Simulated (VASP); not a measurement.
# TaF3 in VASP: notebook

TaF3 is run at these levels: PBE; tasks: single point.

Everything below comes from runs of VASP 6.6.1. Logs are shortened: lines on timing, memory, paths and dates and some standing lists are left out, and cuts for length are marked.

### 1 The cell of the first run

The typed cell holds 8 atoms: a = 4.163 Å, b = 4.163 Å, c = 8.324 Å, α = 90.00°, β = 90.00°, γ = 90.00°.

### 2 Single point, PBE, collinear spin

INCAR

```
PREC = Accurate
ENCUT = 520
EDIFF = 1E-6
ISMEAR = 0
SIGMA = 0.1
LREAL = F
LASPH = T
NELM = 150
ALGO = Normal
ISIF = 2
LWAVE = F
LCHARG = F
ISPIN = 2
MAGMOM = 1 1 0 0 0 0 0 0
LORBIT = 11
LMAXMIX = 4
GGA = PE
NBANDS = 46
```

KPOINTS

```
regular mesh
0
Gamma
  4 4 2
```

POSCAR

```
TaF3
1.0
    4.1625272477      0.0000000000      0.0000000000
    0.0000000000      4.1625272477      0.0000000000
    0.0000000000      0.0000000000      8.3240393967
Ta F
2 6
Direct
    0.0000000000      0.0000000000      0.7500000000
    0.0000000000      0.0000000000      0.2500000000
    0.5000000000      0.0000000000      0.7500012100
    0.5000000000      0.0000000000      0.2499987900
    0.0000000000      0.5000000000      0.7499987900
    0.0000000000      0.5000000000      0.2500012100
    0.0000000000      0.0000000000      0.0000000000
    0.0000000000      0.0000000000      0.5000000000
```

Potentials or basis: VASP PAW PBE potentials, release 64 (Ta_pv, F).

Launch:

```bash
$ cat potpaw_PBE.64/Ta_pv/POTCAR potpaw_PBE.64/F/POTCAR > POTCAR
$ mpirun -np 1 vasp_std > vasp.out
```

OUTCAR:

```text
PREC = Accurate
   ENCUT = 520
   EDIFF = 1E-6
   ISMEAR = 0
   LREAL = F
   LASPH = T
   NELM = 150
   ISIF = 2
   ISPIN = 2
   LORBIT = 11
   GGA = PE

 ion  position               nearest neighbor table
   1  0.000  0.000  0.750-   7 2.08   8 2.08   3 2.08   5 2.08   5 2.08   3 2.08
   2  0.000  0.000  0.250-   7 2.08   8 2.08   4 2.08   6 2.08   6 2.08   4 2.08
   3  0.500  0.000  0.750-   1 2.08   1 2.08
   4  0.500  0.000  0.250-   2 2.08   2 2.08
   5  0.000  0.500  0.750-   1 2.08   1 2.08
   6  0.000  0.500  0.250-   2 2.08   2 2.08
   7  0.000  0.000  0.000-   1 2.08   2 2.08
   8  0.000  0.000  0.500-   1 2.08   2 2.08
[... 7 lines left out ...]
 A1 = (   4.1625272477,   0.0000000000,   0.0000000000)
 A2 = (   0.0000000000,   4.1625272477,   0.0000000000)
 A3 = (   0.0000000000,   0.0000000000,   8.3240393967)

Analysis of symmetry for initial positions (statically):
=====================================================================
 Subroutine PRICEL returns following result:

  LATTYP: Found a simple tetragonal cell.
 ALAT       =     4.1625272477
 C/A-ratio  =     0.9998780670
[... 12 lines left out ...]
 Subroutine GETGRP returns: Found 16 space group operations
 (whereof 16 operations were pure point group operations)
 out of a pool of 16 trial point group operations.

The static configuration has the point symmetry D_4h.

Analysis of symmetry for dynamics (positions and initial velocities):
=====================================================================
 Subroutine PRICEL returns following result:

  LATTYP: Found a simple tetragonal cell.
 ALAT       =     4.1625272477
 C/A-ratio  =     0.9998780670
[... 12 lines left out ...]
 Subroutine GETGRP returns: Found 16 space group operations
 (whereof 16 operations were pure point group operations)
 out of a pool of 16 trial point group operations.

The dynamic configuration has the point symmetry D_4h.

Analysis of structural, dynamic, and magnetic symmetry:
=====================================================================
 Subroutine PRICEL returns following result:

  LATTYP: Found a simple tetragonal cell.
 ALAT       =     4.1625272477
 C/A-ratio  =     0.9998780670
[... 12 lines left out ...]
 Subroutine GETGRP returns: Found 16 space group operations
 (whereof 16 operations were pure point group operations)
 out of a pool of 16 trial point group operations.

The overall configuration has the point symmetry D_4h.

 Subroutine INISYM returns: Found 16 space group operations
 (whereof 16 operations are pure point group operations),
 and found     2 'primitive' translations

----------------------------------------------------------------------------------------

                                     Primitive cell

  volume of cell :      72.1138

  direct lattice vectors                    reciprocal lattice vectors
     4.162527248  0.000000000  0.000000000     0.240238668  0.000000000  0.000000000
     0.000000000  4.162527248  0.000000000     0.000000000  0.240238668  0.000000000
     0.000000000  0.000000000  4.162019698     0.000000000  0.000000000  0.240267964

  length of vectors
     4.162527248  4.162527248  4.162019698     0.240238668  0.240238668  0.240267964

  position of ions in fractional coordinates (direct lattice)
     0.000000000  0.000000000  0.500000000
     0.500000000  0.000000000  0.500002420
     0.000000000  0.500000000  0.499997580
     0.000000000  0.000000000  0.000000000

  ion indices of the primitive-cell ions
   primitive index   ion index
                 1           1
                 2           3
                 3           5
                 4           7

----------------------------------------------------------------------------------------

 KPOINTS: regular mesh

Automatic generation of k-mesh.
 Grid dimensions read from file:
 generate k-points for:    4    4    2

 Generating k-lattice:

  Cartesian coordinates                     Fractional coordinates (reciprocal lattice)
     0.060059667  0.000000000  0.000000000     0.250000000  0.000000000  0.000000000
     0.000000000  0.060059667  0.000000000     0.000000000  0.250000000  0.000000000
     0.000000000  0.000000000  0.060066991     0.000000000  0.000000000  0.500000000

[... 29 lines left out ...]
   dimension x,y,z NGXF=    64 NGYF=   64 NGZF=  128
   ions per type =               2   6
   NGX,Y,Z   is equivalent  to a cutoff of  12.78, 12.78, 12.78 a.u.
   NGXF,Y,Z  is equivalent  to a cutoff of  25.56, 25.56, 25.56 a.u.
 SYSTEM =  unknown system
   PREC   = accura    normal or accurate (medium, high low for compatibility)
   ISTART =      0    job   : 0-new  1-cont  2-samecut
   ICHARG =      2    charge: 1-file 2-atom 10-const
   ISPIN  =      2    spin polarized calculation?
   LNONCOLLINEAR =      F non collinear calculations
   LSORBIT =      F    spin-orbit coupling
   LASPH  =      T    aspherical Exc in radial PAW
   ENCUT  =  520.0 eV  38.22 Ry    6.18 a.u.   7.74  7.74 15.48*2*pi/ulx,y,z
   NELM   =    150;   NELMIN=  2; NELMDL= -5     # of ELM steps
   EDIFF  = 0.1E-05   stopping-criterion for ELM
   LREAL  =      F    real-space projection
   EDIFFG = 0.1E-04   stopping-criterion for IOM
   NSW    =      0    number of steps for IOM
   IBRION =     -1    ionic relax: 0-MD 1-quasi-New 2-CG
   NFREE  =      0    steps in history (QN), initial steepest desc. (CG)
   ISIF   =      2    stress and relaxation
   ISYM   =      2    0-nonsym 1-usesym 2-fastsym
   POTIM  = 0.5000    time-step for ionic-motion
   TEBEG  =    0.0;   TEEND  =   0.0 temperature during run
   PSTRESS=    0.0 pullay stress
   NELECT =      64.0000    total number of electrons
   NUPDOWN=      -1.0000    fix difference up-down
   EMIN   =  10.00;   EMAX   =-10.00  energy-range for DOS
   EFERMI =   0.00;   METHOD = LEGACY
   ISMEAR =     0;   SIGMA  =   0.10  broadening in eV -4-tet -1-fermi 0-gaus
   EFERMI_NEDOS =   21; number of points for ismear=-14 and -15
   IALGO  =     38    algorithm
   IMIX   =      4    mixing-type and parameters
     AMIX     =   0.40;   BMIX     =  1.00
     AMIX_MAG =   1.60;   BMIX_MAG =  1.00
  volume/ion in A,a.u.               =      18.03       121.66
  Fermi-wavevector in a.u.,A,eV,Ry     =   1.248683  2.359668 21.214315  1.559208
  Thomas-Fermi vector in A             =   2.382758
   LORBIT       =     11    0 simple, 1 ext, 2 COOP (PROOUT), +10 PAW based schemes
   GGA     = PE    functional components
   LHFCALC =     F    Hartree Fock is set to
   AEXX    =    0.0000 exact exchange contribution
   IVDW    =     0    specifies the selected vdW correction
   LEPSILON=     F    determine dielectric tensor
   LRPA    =     F    only Hartree local field effects (RPA)
 spin polarized calculation
 Gauss-broadening in eV      SIGMA  =   0.10
  energy-cutoff  :      520.00
  volume of cell :      144.23
 maximum number of plane-waves:      3910
 NGX is ok and might be reduce to    32

 number of electron      64.0000000 magnetization       4.0001401

 Free energy of the ion-electron system (eV)
  ---------------------------------------------------
  ext. energy  EPLUGINS =         0.00000000
  ---------------------------------------------------
  free energy    TOTEN  =       -53.98777814 eV

  energy without entropy =      -53.97175725  energy(sigma->0) =      -53.97976770

 E-fermi :   2.6483     XC(G=0):  -8.1460

 val. band max:        2.5986698545   @ k =   0.5000   0.0000   0.0000
 cond. band min:       2.7093410769   @ k =   0.0000   0.0000   0.0000
 fundamental gap:      0.1106712224
 Fermi energy:         2.6483231926

 spin component 1

 k-point     1 :       0.0000    0.0000    0.0000
  band No.  band energies     occupation
      1     -34.5392      1.00000
      2     -34.4139      1.00000
      3     -34.4135      1.00000
      4     -34.4135      1.00000
      5     -34.4115      1.00000
      6     -34.4114      1.00000
[... 553 lines left out ...]
     43       8.5237      0.00000
     44       8.5237      0.00000
 Fermi energy:         2.6483231926

 spin component 2

 k-point     1 :       0.0000    0.0000    0.0000
  band No.  band energies     occupation
      1     -33.5177      1.00000
      2     -33.3712      1.00000
      3     -33.3707      1.00000
      4     -33.3707      1.00000
      5     -33.3686      1.00000
      6     -33.3686      1.00000
[... 553 lines left out ...]
     43       8.8886      0.00000
     44       8.8886      0.00000
 [bands above 44 left out]

------------------------ aborting loop because EDIFF is reached ----------------------------------------

  FORCE on cell =-STRESS in cart. coord.  units (eV):
  Direction    XX          YY          ZZ          XY          YZ          ZX
  --------------------------------------------------------------------------------------
  -------------------------------------------------------------------------------------
  Total        0.0652718      0.0652718      0.0886571      0.0000000     -0.0000000      0.0000000
  in kB        0.7250833      0.7250833      0.9848632      0.0000000     -0.0000000      0.0000000
  external PRESSURE =       0.8116766 kB  Pullay stress =       0.0000000 kB

 VOLUME and BASIS-vectors are now :
 -----------------------------------------------------------------------------
  energy-cutoff  :      520.00
  volume of cell :      144.23
      direct lattice vectors                 reciprocal lattice vectors
     4.162527248  0.000000000  0.000000000     0.240238668  0.000000000  0.000000000
     0.000000000  4.162527248  0.000000000     0.000000000  0.240238668  0.000000000
     0.000000000  0.000000000  8.324039397     0.000000000  0.000000000  0.120133982

 POSITION                                       TOTAL-FORCE (eV/Angst)
 -----------------------------------------------------------------------------------
      0.00000      0.00000      6.24303         0.000000     -0.000000      0.000000
      0.00000      0.00000      2.08101         0.000000     -0.000000      0.000000
      2.08126      0.00000      6.24304         0.000000     -0.000000     -0.000000
      2.08126      0.00000      2.08100         0.000000      0.000000     -0.000000
      0.00000      2.08126      6.24302         0.000000     -0.000000     -0.000000
      0.00000      2.08126      2.08102        -0.000000     -0.000000     -0.000000
      0.00000      0.00000      0.00000         0.000000     -0.000000     -0.000000
      0.00000      0.00000      4.16202         0.000000     -0.000000      0.000000
 -----------------------------------------------------------------------------------
    total drift:                                0.000000      0.000000     -0.000000

  FREE ENERGIE OF THE ION-ELECTRON SYSTEM (eV)
  ---------------------------------------------------
  free  energy   TOTEN  =       -53.9877781430 eV

  energy  without entropy=      -53.9717572549  energy(sigma->0) =      -53.97976770

 total charge

# of ion       s       p       d       tot
------------------------------------------
    1        0.194   6.134   2.334   8.662
    2        0.194   6.134   2.334   8.662
    3        1.731   4.380   0.000   6.112
    4        1.731   4.380   0.000   6.112
    5        1.731   4.380   0.000   6.112
    6        1.731   4.380   0.000   6.112
    7        1.731   4.380   0.000   6.112
    8        1.731   4.380   0.000   6.112
--------------------------------------------------
tot         10.776  38.549   4.668  53.993

 magnetization (x)

# of ion       s       p       d       tot
------------------------------------------
    1        0.011   0.008   1.525   1.544
    2        0.011   0.008   1.525   1.544
    3       -0.001   0.019   0.000   0.019
    4       -0.001   0.019   0.000   0.019
    5       -0.001   0.019   0.000   0.019
    6       -0.001   0.019   0.000   0.019
    7       -0.001   0.019   0.000   0.018
    8       -0.001   0.019   0.000   0.018
--------------------------------------------------
tot          0.019   0.131   3.049   3.199
```

Run time: 4.1 min. Hardware: 1 thread of Intel Xeon Platinum 8375C at 2.90GHz (Ice Lake), shared host; peak memory 0.35 GiB.

What came out:

```yaml
Free_energy: -53.9878 eV
Pressure: 0.1 GPa
Band_gap_on_the_k_mesh: zero (filled and empty bands overlap)
Net_moment: 4.00 μB per cell
Site_moments: Ta +1.54; F +0.02 μB
Valence_electrons_inside_the_program's_atomic_spheres: Ta 8.66; F 6.11
```

Caveat: the k points lie up to 0.38 Å⁻¹ apart, too coarse for converged energies and pressures of a metal; spin-orbit coupling is left out, which moves the levels of the heavy elements.

### 3 Single point, PBE, collinear spin

This run uses another cell than the first one: it holds 4 atoms, not 8.

INCAR

```
ALGO     = Normal         # electronic algorithm
EDIFF    = 1E-6           # SCF threshold, eV
ENCUT    = 520            # plane-wave cutoff, eV
GGA      = PE             # functional
ISIF     = 2              # what is computed and relaxed
ISMEAR   = 0              # smearing method
ISPIN    = 2              # spin polarisation
LASPH    = T              # aspherical terms in the spheres
LCHARG   = F              # write CHGCAR
LMAXMIX  = 4              # l up to which the mixer works
LORBIT   = 11             # projections on sites
LREAL    = F              # projectors in reciprocal space
LWAVE    = F              # write WAVECAR
MAGMOM   = 0.98 0 0 0     # initial moments
NBANDS   = 28             # bands
NELM     = 150            # most SCF steps
PREC     = Accurate       # precision mode
SIGMA    = 0.1            # smearing width, eV
```

KPOINTS

```
k-points
0
Gamma
  12 12 12
```

POSCAR

```
TaF3
1.0
    4.1643690471      0.0000000000      0.0000000000
    0.0000000000      4.1643690471      0.0000000000
    0.0000000000      0.0000000000      4.1643690471
Ta F
1 3
Direct
    0.5000000000      0.5000000000      0.5000000000
    0.0000000000      0.5000000000      0.5000000000
    0.5000000000      0.0000000000      0.5000000000
    0.5000000000      0.5000000000      0.0000000000
```

Potentials or basis: VASP PAW PBE potentials, release 64 (Ta_pv, F).

Launch:

```bash
$ cat potpaw_PBE.64/Ta_pv/POTCAR potpaw_PBE.64/F/POTCAR > POTCAR
$ mpirun -np 1 vasp_std > vasp.out
```

Run time: 5.5 min. Hardware: 1 thread of Intel Xeon Platinum 8375C at 2.90GHz (Ice Lake), shared host; peak memory 0.37 GiB.

The run converged. Its results:

| Quantity | Value |
| --- | --- |
| Free energy | -26.9845 eV |
| Pressure | 0.0 GPa |
| Band gap on the k mesh | zero (filled and empty bands overlap) |
| Net moment | 2.00 μB per cell |
| Site moments | Ta +1.54; F +0.02 μB |
| Valence electrons inside the program's atomic spheres | Ta 8.66; F 6.11 |

Levels at points of the mesh, in eV from the Fermi level:
Spin up:
```
           k point  band 14  band 15  band 16  band 17  band 18  band 19  band 20  band 21
(0.00, 0.00, 0.00)    -7.53    -7.53    -1.38    -1.38    -1.38    -0.03     1.56     1.56
(0.50, 0.00, 0.00)    -7.56    -7.56    -1.33    -0.19    -0.19     1.55     1.63     3.12
(0.50, 0.50, 0.00)    -7.83    -7.03    -0.14    -0.14     0.71     1.94     5.25     5.25
(0.50, 0.50, 0.50)    -7.03    -7.03     0.80     0.80     0.80     4.81     5.48     5.48
```
Spin down:
```
           k point  band 12  band 13  band 14  band 15  band 16  band 17  band 18  band 19
(0.00, 0.00, 0.00)    -7.52    -7.44    -7.44    -7.44     0.33     0.33     0.33     0.46
(0.50, 0.00, 0.00)    -7.96    -7.53    -7.48    -7.48     0.39     1.39     1.39     2.35
(0.50, 0.50, 0.00)    -7.94    -7.72    -7.72    -6.95     1.46     1.46     2.15     2.83
(0.50, 0.50, 0.50)    -8.93    -6.95    -6.95    -6.95     2.34     2.34     2.34     5.00
```

Caveat: spin-orbit coupling is left out, which moves the levels of the heavy elements.
